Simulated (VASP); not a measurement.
Input of a VASP 6.6.1 run:

File INCAR:

```
PREC = Accurate ; ENCUT = 520
EDIFF = 1E-7 ; ISMEAR = -1
SIGMA = 0.1 ; LREAL = F
LASPH = T ; NELM = 80
ALGO = Normal ; ISIF = 2
LWAVE = F ; LCHARG = F
GGA = B5 ; ALDAX = 1.0
AGGAX = 1.0 ; AGGAC = 1.0
ALDAC = 0.0 ; NBANDS = 18
```

KPOINTS

```
regular mesh
0
Gamma
  10 10 7
```

Contents of POSCAR:

```
As
1.0
    1.9179319860     -9.1824868420      0.0000000000
    1.9179319860      9.1824868420      0.0000000000
    0.0000000000      0.0000000000      5.2602881107
As
4
Direct
    0.0670660088      0.9329339912      0.9169923254
    0.5670660088      0.4329339912      0.5830076746
    0.9329339912      0.0670660088      0.0830076746
    0.4329339912      0.5670660088      0.4169923254
```

Potentials or basis: VASP PAW PBE potentials, release 64 (As).

The run is started by

```bash
$ cat potpaw_PBE.64/As/POTCAR > POTCAR
$ mpirun -np 1 vasp_std > vasp.out
```

Task: Estimate the pressure.

Result: -1.7 GPa.

Task: Predict the largest force.

Result: 0.447 eV/Å.

Task: Predict the band gap on the k mesh.

Result: 1.06 eV.

Stress tensor (GPa, compression positive):
```
-2.03  0.00  0.00
 0.00 -1.41  0.00
 0.00  0.00 -1.79
```

Caveat: the PAW data sets were made with another functional, which shifts forces and pressure a little. A k mesh can miss the band edges.
